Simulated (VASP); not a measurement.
# GaSb (F-43m) in VASP: a series of runs

The runs below take GaSb through single point, relaxation of cell and atoms, with PBE.

Everything below comes from runs of VASP 6.6.1. Logs are shortened: lines on timing, memory, paths and dates and some standing lists are left out, and cuts for length are marked.

### 1 The cell of the first run

Symmetry: F-43m, No. 216, cubic system. Conventional cell: a = 6.137 Å, b = 6.137 Å, c = 6.137 Å, α = 90.00°, β = 90.00°, γ = 90.00°. Ga (site symmetry -43m) has 4 Sb at 2.66 Å within 3.5 Å. Sb (site symmetry -43m) has 4 Ga at 2.66 Å within 3.5 Å.

### 2 Single point, PBE

The input, INCAR:

```
SYSTEM = GaSb
ALGO = Normal ; EDIFF = 1E-6
ENCUT = 500 ; GGA = PE
GGA_COMPAT = .FALSE. ; ISIF = 2
ISMEAR = 0 ; LASPH = .TRUE.
LCHARG = .FALSE. ; LREAL = .FALSE.
LWAVE = .FALSE. ; NBANDS = 16
NELM = 120 ; PREC = Accurate
SIGMA = 0.1
```

The input, KPOINTS:

```
k-points
0
G
  6 6 6
  0 0 0
```

The input, POSCAR:

```
GaSb
1.0
    0.0000000000      3.0686043160      3.0686043160
    3.0686043160      0.0000000000      3.0686043160
    3.0686043160      3.0686043160      0.0000000000
Ga Sb
1 1
Direct
    0.0000000000      0.0000000000      0.0000000000
    0.7500000000      0.7500000000      0.7500000000
```

Potentials or basis: VASP PAW PBE potentials, release 64 (Ga_d, Sb).

Started as:

```bash
$ cat potpaw_PBE.64/Ga_d/POTCAR potpaw_PBE.64/Sb/POTCAR > POTCAR
$ mpirun -np 1 vasp_std > vasp.out
```

OUTCAR:

```text
SYSTEM = GaSb
   EDIFF = 1E-6
   ENCUT = 500
   GGA = PE
   ISIF = 2
   ISMEAR = 0
   LASPH = .TRUE.
   LREAL = .FALSE.
   NELM = 120
   PREC = Accurate

 ion  position               nearest neighbor table
   1  0.000  0.000  0.000-   2 2.66   2 2.66   2 2.66   2 2.66
   2  0.750  0.750  0.750-   1 2.66   1 2.66   1 2.66   1 2.66

  LATTYP: Found a face centered cubic cell.
 ALAT       =     6.1372086320

  Lattice vectors:

 A1 = (   0.0000000000,   3.0686043160,   3.0686043160)
 A2 = (   3.0686043160,   0.0000000000,   3.0686043160)
 A3 = (   3.0686043160,   3.0686043160,   0.0000000000)

Analysis of symmetry for initial positions (statically):
=====================================================================
 Subroutine PRICEL returns:
 Original cell was already a primitive cell.

 Routine SETGRP: Setting up the symmetry group for a
 face centered cubic supercell.

 Subroutine GETGRP returns: Found 24 space group operations
 (whereof 24 operations were pure point group operations)
 out of a pool of 48 trial point group operations.

The static configuration has the point symmetry T_d .

Analysis of symmetry for dynamics (positions and initial velocities):
=====================================================================
 Subroutine PRICEL returns:
 Original cell was already a primitive cell.

 Routine SETGRP: Setting up the symmetry group for a
 face centered cubic supercell.

 Subroutine GETGRP returns: Found 24 space group operations
 (whereof 24 operations were pure point group operations)
 out of a pool of 48 trial point group operations.

The dynamic configuration has the point symmetry T_d .

 Subroutine INISYM returns: Found 24 space group operations
 (whereof 24 operations are pure point group operations),
 and found     1 'primitive' translations

----------------------------------------------------------------------------------------

                                     Primitive cell

  volume of cell :      57.7900

  direct lattice vectors                    reciprocal lattice vectors
     0.000000000  3.068604316  3.068604316    -0.162940526  0.162940526  0.162940526
     3.068604316  0.000000000  3.068604316     0.162940526 -0.162940526  0.162940526
     3.068604316  3.068604316  0.000000000     0.162940526  0.162940526 -0.162940526

  length of vectors
     4.339661841  4.339661841  4.339661841     0.282221269  0.282221269  0.282221269

[... 70 lines left out ...]
   NELM   =    120;   NELMIN=  2; NELMDL= -5     # of ELM steps
   EDIFF  = 0.1E-05   stopping-criterion for ELM
   LREAL  =      F    real-space projection
   EDIFFG = 0.1E-04   stopping-criterion for IOM
   NSW    =      0    number of steps for IOM
   IBRION =     -1    ionic relax: 0-MD 1-quasi-New 2-CG
   NFREE  =      0    steps in history (QN), initial steepest desc. (CG)
   ISIF   =      2    stress and relaxation
   ISYM   =      2    0-nonsym 1-usesym 2-fastsym
   POTIM  = 0.5000    time-step for ionic-motion
   TEBEG  =    0.0;   TEEND  =   0.0 temperature during run
   PSTRESS=    0.0 pullay stress
   NELECT =      18.0000    total number of electrons
   NUPDOWN=      -1.0000    fix difference up-down
   EMIN   =  10.00;   EMAX   =-10.00  energy-range for DOS
   EFERMI =   0.00;   METHOD = LEGACY
   ISMEAR =     0;   SIGMA  =   0.10  broadening in eV -4-tet -1-fermi 0-gaus
   EFERMI_NEDOS =   21; number of points for ismear=-14 and -15
   IALGO  =     38    algorithm
   IMIX   =      4    mixing-type and parameters
     AMIX     =   0.40;   BMIX     =  1.00
     AMIX_MAG =   1.60;   BMIX_MAG =  1.00
  volume/ion in A,a.u.               =      28.89       194.99
  Fermi-wavevector in a.u.,A,eV,Ry     =   1.109723  2.097073 16.755387  1.231486
  Thomas-Fermi vector in A             =   2.246267
   LORBIT       =      0    0 simple, 1 ext, 2 COOP (PROOUT), +10 PAW based schemes
   GGA     = PE    functional components
   LHFCALC =     F    Hartree Fock is set to
   AEXX    =    0.0000 exact exchange contribution
   IVDW    =     0    specifies the selected vdW correction
   LEPSILON=     F    determine dielectric tensor
   LRPA    =     F    only Hartree local field effects (RPA)
 non-spin polarized calculation
 Gauss-broadening in eV      SIGMA  =   0.10
  energy-cutoff  :      500.00
  volume of cell :       57.79
 maximum number of plane-waves:      1484
   NGX = 15   NGY = 15   NGZ = 15

 number of electron      17.9999990 magnetization

 Free energy of the ion-electron system (eV)
  ---------------------------------------------------
  ext. energy  EPLUGINS =         0.00000000
  ---------------------------------------------------
  free energy    TOTEN  =        -7.32909413 eV

  energy without entropy =       -7.32827532  energy(sigma->0) =       -7.32868473

 E-fermi :   4.8229     XC(G=0):  -9.0426

 val. band max:        4.7821018731   @ k =   0.0000   0.0000   0.0000
 cond. band min:       5.1642539054   @ k =   0.5000   0.0000   0.0000
 fundamental gap:      0.3821520322
 Fermi energy:         4.8228889425

 k-point     1 :       0.0000    0.0000    0.0000
  band No.  band energies     occupation
      1     -10.2393      2.00000
      2     -10.2393      2.00000
      3     -10.2393      2.00000
      4     -10.1912      2.00000
      5     -10.1912      2.00000
      6      -6.6294      2.00000
[... 281 lines left out ...]
      3     -10.2168      2.00000
      4     -10.1987      2.00000
      5     -10.1895      2.00000
      6      -4.1788      2.00000
[... 8 lines left out ...]
     15      14.7599      0.00000
     16      16.0941      0.00000

------------------------ aborting loop because EDIFF is reached ----------------------------------------

  FORCE on cell =-STRESS in cart. coord.  units (eV):
  Direction    XX          YY          ZZ          XY          YZ          ZX
  --------------------------------------------------------------------------------------
  -------------------------------------------------------------------------------------
  Total        0.7124829      0.7124829      0.7124829      0.0000000     -0.0000000      0.0000000
  in kB       19.7529668     19.7529668     19.7529668      0.0000000     -0.0000000      0.0000000
  external PRESSURE =      19.7529668 kB  Pullay stress =       0.0000000 kB

 VOLUME and BASIS-vectors are now :
 -----------------------------------------------------------------------------
  energy-cutoff  :      500.00
  volume of cell :       57.79
      direct lattice vectors                 reciprocal lattice vectors
     0.000000000  3.068604316  3.068604316    -0.162940526  0.162940526  0.162940526
     3.068604316  0.000000000  3.068604316     0.162940526 -0.162940526  0.162940526
     3.068604316  3.068604316  0.000000000     0.162940526  0.162940526 -0.162940526

 POSITION                                       TOTAL-FORCE (eV/Angst)
 -----------------------------------------------------------------------------------
      0.00000      0.00000      0.00000        -0.000000     -0.000000     -0.000000
      4.60291      4.60291      4.60291         0.000000      0.000000      0.000000
 -----------------------------------------------------------------------------------
    total drift:                               -0.000000     -0.000000     -0.000000

  FREE ENERGIE OF THE ION-ELECTRON SYSTEM (eV)
  ---------------------------------------------------
  free  energy   TOTEN  =        -7.3290941253 eV

  energy  without entropy=       -7.3282753250  energy(sigma->0) =       -7.32868473
```

stdout:

```text
POSCAR found type information on POSCAR GaSb
 POSCAR found :  2 types and       2 ions
 scaLAPACK will be used
 LDA part: xc-table for (Slater+PW92), standard interpolation
 POSCAR, INCAR and KPOINTS ok, starting setup
 FFT: planning ... GRIDC
 FFT: planning ... GRID_SOFT
 FFT: planning ... GRID
 WAVECAR not read
 entering main loop
```

It took 12 s on 1 thread of Intel Xeon 6975P-C, shared host; peak memory 0.17 GiB.

Results:

| Item | Value |
| --- | --- |
| Free energy | -7.3291 eV |
| Pressure | 2.0 GPa |
| Band gap on the k mesh | zero (filled and empty bands touch) |

Caveat: spin-orbit coupling is left out, which moves the levels of the heavy elements.

### 3 Relaxation of cell and atoms, PBE, target pressure 12 GPa, at which the enthalpy is minimised

This run uses another cell than the first one, of 25.69 Å³/atom, 0.889 times its volume.

The input, INCAR:

```
SYSTEM = GaSb
  ALGO = Normal
  EDIFF = 1E-6
  EDIFFG = -0.008
  ENCUT = 600
  GGA = PE
  IBRION = 2
  ISIF = 3
  ISMEAR = 0
  LASPH = .TRUE.
  LCHARG = .FALSE.
  LREAL = .FALSE.
  LWAVE = .FALSE.
  NELM = 100
  NSW = 70
  PREC = Accurate
  PSTRESS = 120.0
  SIGMA = 0.1
```

The input, KPOINTS:

```
k-points
0
G
  12 12 12
  0 0 0
```

The input, POSCAR:

```
GaSb
1.0
    0.0000000000      2.9504845252      2.9504845252
    2.9504845252      0.0000000000      2.9504845252
    2.9504845252      2.9504845252      0.0000000000
Ga Sb
1 1
Direct
    0.0000000000      0.0000000000      0.0000000000
    0.7500000000      0.7500000000      0.7500000000
```

Potentials or basis: VASP PAW PBE potentials, release 64 (Ga_d, Sb).

Started as:

```bash
$ cat potpaw_PBE.64/Ga_d/POTCAR potpaw_PBE.64/Sb/POTCAR > POTCAR
$ mpirun -np 1 vasp_std > vasp.out
```

It took 1.9 min on 1 thread of Intel Xeon 6975P-C (Granite Rapids), shared host; peak memory 0.25 GiB.

Results (log left out):

| Quantity | Value |
| --- | --- |
| Free energy | -7.0659 eV |
| Relaxed volume | 25.18 Å³/atom |
| Relaxed cell | a = 4.145 Å, b = 4.145 Å, c = 4.145 Å, α = 60.00°, β = 60.00°, γ = 60.00° |
| Space group after relaxing (to 0.05 Å) | F-43m (No. 216) |
| Energy change on relaxing (the enthalpy is what falls) | +34.9 meV/atom |
| Ionic steps | 3 |
| Pressure after relaxing | 12.1 GPa |
| Band gap on the k mesh | 0.66 eV, indirect (least direct gap 1.00 eV) |

The path:
```csv
step,energy change (eV),largest force (eV/Å),pressure (GPa),volume (Å³)
1,0.0000,0.0000,10.13,51.37
2,0.1669,0.0000,14.34,49.17
3,0.0699,0.0000,12.05,50.36
```

Final structure:
```
CELL_PARAMETERS angstrom
0.00000 2.93095 2.93095
2.93095 0.00000 2.93095
2.93095 2.93095 0.00000
ATOMIC_POSITIONS crystal
Ga 0.00000 0.00000 0.00000
Sb 0.75000 0.75000 0.75000
```

Levels at points of the mesh, in eV from the valence-band top:
```csv
k point,band 7,band 8,band 9,band 10,band 11,band 12
"(0.00, 0.00, 0.00)",0.00,0.00,0.00,1.00,2.72,2.72
"(0.50, 0.00, 0.00)",-7.08,-1.38,-1.38,0.69,3.72,3.72
"(0.50, 0.50, 0.00)",-7.46,-3.06,-3.06,0.72,0.98,9.54
```

Caveat: the cell is relaxed towards a set pressure, so the enthalpy falls and the energy may rise; spin-orbit coupling is left out, which moves the levels of the heavy elements. A k mesh can miss the band edges.

### 4 Relaxation of cell and atoms, PBE, target pressure 90 GPa, at which the enthalpy is minimised

This run uses another cell than the first one, of 18.22 Å³/atom, 0.630 times its volume.

The input, INCAR:

```
SYSTEM = GaSb
ALGO = Normal
EDIFF = 1E-6
EDIFFG = -0.008
ENCUT = 600
GGA = PE
IBRION = 2
ISIF = 3
ISMEAR = 0
LASPH = .TRUE.
LCHARG = .FALSE.
LREAL = .FALSE.
LWAVE = .FALSE.
NELM = 100
NSW = 70
PREC = Accurate
PSTRESS = 900.0
SIGMA = 0.1
```

The input, KPOINTS:

```
k-points
0
G
  14 14 14
  0 0 0
```

The input, POSCAR:

```
GaSb
1.0
    0.0000000000      2.6311611064      2.6311611064
    2.6311611064      0.0000000000      2.6311611064
    2.6311611064      2.6311611064      0.0000000000
Ga Sb
1 1
Direct
    0.0000000000      0.0000000000      0.0000000000
    0.7500000000      0.7500000000      0.7500000000
```

Started as:

```bash
$ cat potpaw_PBE.64/Ga_d/POTCAR potpaw_PBE.64/Sb/POTCAR > POTCAR
$ mpirun -np 1 vasp_std > vasp.out
```

Wall time 5 min (1 thread of Intel Xeon 6975P-C (Granite Rapids), shared host); peak memory 0.24 GiB.

It converged, with:

* Free energy: -3.0504 eV
* Relaxed volume: 17.22 Å³/atom
* Relaxed cell: a = 3.652 Å, b = 3.652 Å, c = 3.652 Å, α = 60.00°, β = 60.00°, γ = 60.00°
* Space group after relaxing (to 0.05 Å): F-43m (No. 216)
* Energy change on relaxing (the enthalpy is what falls): +501.2 meV/atom
* Ionic steps: 9
* Pressure after relaxing: 90.0 GPa
* Band gap on the k mesh: zero (band 9 reaches 11.92 eV, above the bottom of band 10 at 11.49 eV)

The path:
| step | energy change (eV) | largest force (eV/Å) | pressure (GPa) | volume (Å³) |
| --- | --- | --- | --- | --- |
| 1 | 0.0000 | 0.0000 | 71.30 | 36.43 |
| 2 | 8.6570 | 0.0000 | 239.19 | 26.33 |
| 3 | 0.8730 | 0.0000 | 87.24 | 34.66 |
| 4 | 0.9925 | 0.0000 | 89.81 | 34.45 |
| 5 | 1.0143 | 0.0000 | 90.22 | 34.41 |
| 6 | 0.9592 | 0.0000 | 89.12 | 34.51 |
| 7 | 1.0050 | 0.0000 | 90.12 | 34.43 |
| 8 | 0.9994 | 0.0000 | 89.87 | 34.44 |
| 9 | 1.0023 | 0.0000 | 90.01 | 34.43 |

Final structure:
```
CELL_PARAMETERS angstrom
0.00000 2.58209 2.58209
2.58209 0.00000 2.58209
2.58209 2.58209 0.00000
ATOMIC_POSITIONS crystal
Ga 0.00000 0.00000 0.00000
Sb 0.75000 0.75000 0.75000
```

Levels at points of the mesh, in eV from the Fermi level:
| k point | band 7 | band 8 | band 9 | band 10 | band 11 | band 12 |
| --- | --- | --- | --- | --- | --- | --- |
| (0.00, 0.00, 0.00) | 0.27 | 0.27 | 0.27 | 2.51 | 2.51 | 2.51 |
| (0.50, 0.00, 0.00) | -9.94 | -2.07 | -2.07 | 1.99 | 3.53 | 3.53 |
| (0.50, 0.50, 0.00) | -9.83 | -4.83 | -4.83 | -0.07 | 0.05 | 12.31 |

Caveat: the cell is relaxed towards a set pressure, so the enthalpy falls and the energy may rise; spin-orbit coupling is left out, which moves the levels of the heavy elements.

### 5 Relaxation of cell and atoms, PBE, target pressure 4 GPa, at which the enthalpy is minimised

This run uses another cell than the first one, of 27.75 Å³/atom, 0.960 times its volume.

The input, INCAR:

```
PREC = Accurate ; ENCUT = 600
EDIFF = 1E-6 ; ISMEAR = 0
SIGMA = 0.1 ; LREAL = False
LASPH = True ; NELM = 80
ALGO = Normal ; ISIF = 3
LWAVE = False ; LCHARG = False
GGA = PE ; IBRION = 2
NSW = 70 ; EDIFFG = -0.008
PSTRESS = 40.0
```

The input, KPOINTS:

```
Automatic mesh
0
Gamma
  12 12 12
```

The input, POSCAR:

```
GaSb
1.0
    0.0000000000      3.0273911384      3.0273911384
    3.0273911384      0.0000000000      3.0273911384
    3.0273911384      3.0273911384      0.0000000000
Ga Sb
1 1
Direct
    0.0000000000      0.0000000000      0.0000000000
    0.7500000000      0.7500000000      0.7500000000
```

Started as:

```bash
$ cat potpaw_PBE.64/Ga_d/POTCAR potpaw_PBE.64/Sb/POTCAR > POTCAR
$ mpirun -np 1 vasp_std > vasp.out
```

It took 2.5 min on 1 thread of Intel Xeon 6975P-C (Granite Rapids), shared host; peak memory 0.25 GiB.

It converged, with:

```yaml
Free_energy: -7.3225 eV
Relaxed_volume: 27.87 Å³/atom
Relaxed_cell: a = 4.288 Å, b = 4.288 Å, c = 4.288 Å, α = 60.00°, β = 60.00°, γ = 60.00°
Space_group_after_relaxing_to_0.05_Å: F-43m (No. 216)
Energy_change_on_relaxing_the_enthalpy_is_what_falls: -3.1 meV/atom
Ionic_steps: 5
Pressure_after_relaxing: 4.0 GPa
Band_gap_on_the_k_mesh: 0.23 eV, direct
```

The path:
```csv
step,energy change (eV),largest force (eV/Å),pressure (GPa),volume (Å³)
1,0.0000,0.0000,4.25,55.49
2,-0.0088,0.0000,3.82,55.84
3,-0.0057,0.0000,4.07,55.72
4,-0.0067,0.0000,3.93,55.75
5,-0.0062,0.0000,4.00,55.73
```

Final structure:
```xyz
2
Lattice="0.0000 3.0318 3.0318 3.0318 0.0000 3.0318 3.0318 3.0318 0.0000" Properties=species:S:1:pos:R:3 pbc="T T T"
Ga    0.0000    0.0000    0.0000
Sb    4.5477    4.5477    4.5477
```

Levels at points of the mesh, in eV from the valence-band top:
```csv
k point,band 6,band 7,band 8,band 9,band 10,band 11,band 12,band 13
"(0.00, 0.00, 0.00)",-11.67,0.00,0.00,0.00,0.23,2.77,2.77,2.77
"(0.50, 0.00, 0.00)",-9.97,-6.50,-1.20,-1.20,0.46,3.75,3.75,6.45
"(0.50, 0.50, 0.00)",-9.10,-6.94,-2.67,-2.67,0.87,1.20,8.86,8.86
```

Caveat: the cell is relaxed towards a set pressure, so the enthalpy falls and the energy may rise; spin-orbit coupling is left out, which moves the levels of the heavy elements. A k mesh can miss the band edges.

### 6 Relaxation of cell and atoms, PBE, target pressure 1 GPa, at which the enthalpy is minimised

This run uses another cell than the first one, of 29.71 Å³/atom, 1.028 times its volume.

The input, INCAR:

```
SYSTEM = GaSb
ALGO = Normal ; EDIFF = 1E-7
EDIFFG = -0.008 ; ENCUT = 600
GGA = PE ; IBRION = 2
ISIF = 3 ; ISMEAR = 0
LASPH = .True. ; LCHARG = .False.
LREAL = .False. ; LWAVE = .False.
NELM = 60 ; NSW = 70
PREC = Accurate ; PSTRESS = 10.0
SIGMA = 0.1
```

The input, KPOINTS:

```
k-points
0
Gamma
  12 12 12
  0 0 0
```

The input, POSCAR:

```
GaSb
1.0
    0.0000000000      3.0972340630      3.0972340630
    3.0972340630      0.0000000000      3.0972340630
    3.0972340630      3.0972340630      0.0000000000
Ga Sb
1 1
Direct
    0.0000000000      0.0000000000      0.0000000000
    0.7500000000      0.7500000000      0.7500000000
```

Potentials or basis: VASP PAW PBE potentials, release 64 (Ga_d, Sb).

Started as:

```bash
$ cat potpaw_PBE.64/Ga_d/POTCAR potpaw_PBE.64/Sb/POTCAR > POTCAR
$ mpirun -np 1 vasp_std > vasp.out
```

It took 2.3 min on 1 thread of Intel Xeon 6975P-C (Granite Rapids), shared host; peak memory 0.26 GiB.

The run converged. Its results:

```yaml
Free_energy: -7.3689 eV
Relaxed_volume: 29.39 Å³/atom
Relaxed_cell: a = 4.364 Å, b = 4.364 Å, c = 4.364 Å, α = 60.00°, β = 60.00°, γ = 60.00°
Space_group_after_relaxing_to_0.05_Å: F-43m (No. 216)
Energy_change_on_relaxing_the_enthalpy_is_what_falls: +1.5 meV/atom
Ionic_steps: 3
Pressure_after_relaxing: 1.0 GPa
Band_gap_on_the_k_mesh: zero (filled and empty bands touch)
```

Step by step:
```tsv
step	energy change (eV)	largest force (eV/Å)	pressure (GPa)	volume (Å³)
1	0.0000	0.0000	0.48	59.42
2	0.0042	0.0000	1.13	58.60
3	0.0030	0.0000	1.02	58.78
```

Final structure:
```xyz
2
Lattice="0.0000 3.0860 3.0860 3.0860 0.0000 3.0860 3.0860 3.0860 0.0000" Properties=species:S:1:pos:R:3 pbc="T T T"
Ga    0.0000    0.0000    0.0000
Sb    4.6290    4.6290    4.6290
```

Levels at points of the mesh, in eV from the Fermi level:
```
           k point  band 5  band 6  band 7  band 8  band 9  band 10  band 11  band 12  band 13
(0.00, 0.00, 0.00)  -14.99  -11.34   -0.20   -0.05   -0.05    -0.05     2.74     2.74     2.74
(0.50, 0.00, 0.00)  -14.99   -9.79   -6.29   -1.16   -1.16     0.30     3.70     3.70     6.44
(0.50, 0.50, 0.00)  -14.98   -9.00   -6.74   -2.53   -2.53     0.88     1.25     8.46     8.46
```

Caveat: the cell is relaxed towards a set pressure, so the enthalpy falls and the energy may rise; spin-orbit coupling is left out, which moves the levels of the heavy elements.

### 7 Overview

```tsv
task	cell	k mesh	cutoff (eV)	gap on the mesh (eV)	pressure (GPa)
single point	a = 4.340 Å, angles 60.0°, 2 atoms	6 × 6 × 6	500	none	2.0
relaxation of cell and atoms	relaxed to 12 GPa from a = 4.173 Å, angles 60.0°, 2 atoms	12 × 12 × 12	600	0.66	12.1
relaxation of cell and atoms	relaxed to 90 GPa from a = 3.721 Å, angles 60.0°, 2 atoms	14 × 14 × 14	600	none	90.0
relaxation of cell and atoms	relaxed to 4 GPa from a = 4.281 Å, angles 60.0°, 2 atoms	12 × 12 × 12	600	0.23	4.0
relaxation of cell and atoms	relaxed to 1 GPa from a = 4.380 Å, angles 60.0°, 2 atoms	12 × 12 × 12	600	none	1.0
```

Alike in all rows: level PBE; potentials or basis VASP PAW PBE potentials, release 64 (Ga_d, Sb); no spin polarisation; smearing gaussian 0.1 eV.

Caveats: spin-orbit coupling is left out, which moves the levels of the heavy elements; the cell is relaxed towards a set pressure, so the enthalpy falls and the energy may rise (some runs).

Absolute energies hang on the potentials; compare differences alone.
